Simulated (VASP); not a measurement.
Wanted: the native input for a VASP 6.6.1 run.

```yaml
Task: single point
Functional: r2SCAN50
Potentials_or_basis: VASP PAW PBE potentials, release 64 (I, Cu)
Cutoff: 520 eV
k_mesh: 4 × 4 × 4
Occupations: fermi-dirac, width 0.05 eV
Spin: no spin polarisation
Dipole_correction: no
Grid_for_exact_exchange_PRECFOCK: Normal
Further_INCAR_settings: ALGO = Normal; EDIFF = 1e-06; NBANDS = 16
```

The system is CuI (Marshite).

```
I Cu
1.0
     0.00000    3.03150    3.03150
     3.03150    0.00000    3.03150
     3.03150    3.03150    0.00000
I Cu
1 1
Direct
  0.00000 0.00000 0.00000
  0.75000 0.75000 0.75000
```

One way to write it, as run:

POSCAR

```
CuI
1.0
    0.0000000000      3.0315000000      3.0315000000
    3.0315000000      0.0000000000      3.0315000000
    3.0315000000      3.0315000000      0.0000000000
I Cu
1 1
Direct
    0.0000000000      0.0000000000      0.0000000000
    0.7500000000      0.7500000000      0.7500000000
```

INCAR.step1

```
SYSTEM = CuI
  PREC = Accurate
  ENCUT = 520
  EDIFF = 1E-5
  ISMEAR = -1
  SIGMA = 0.05
  LREAL = .False.
  LASPH = .True.
  NELM = 80
  ALGO = Normal
  ISIF = 2
  LWAVE = .True.
  NBANDS = 16
  GGA = PE
```

INCAR.step2

```
SYSTEM = CuI
  PREC = Accurate
  ENCUT = 520
  EDIFF = 1E-6
  ISMEAR = -1
  SIGMA = 0.05
  LREAL = .False.
  LASPH = .True.
  NELM = 80
  ALGO = Normal
  ISIF = 2
  LWAVE = .False.
  LCHARG = .True.
  METAGGA = R2SCAN
  LHFCALC = .True.
  AEXX = 0.5
  LMIXTAU = .True.
  PRECFOCK = Normal
  LELF = .True.
  LVHAR = .True.
  NBANDS = 16
  ISTART = 1
```

KPOINTS

```
Automatic mesh
0
Gamma
  4 4 4
  0 0 0
```

Potentials or basis: VASP PAW PBE potentials, release 64 (I, Cu).

Run with:

```console
$ cat potpaw_PBE.64/I/POTCAR potpaw_PBE.64/Cu/POTCAR > POTCAR
$ cp INCAR.step1 INCAR
$ mpirun -np 1 vasp_std > vasp.out
$ cp INCAR.step2 INCAR
$ mpirun -np 1 vasp_std > vasp.out
```

It gave:

| Item | Value |
| --- | --- |
| Pressure | 0.4 GPa |
| Band gap on the k mesh | 5.56 eV, direct |

Caveat: the k points lie up to 0.45 Å⁻¹ apart; the PAW data sets were made with another functional, which shifts forces and pressure a little; spin-orbit coupling is left out, which moves the levels of the heavy elements.

Run time: 5.4 min on 1 thread of Intel(R) Xeon(R) Platinum 8488C (Sapphire Rapids), with other jobs on the host, peak memory 0.19 GiB.
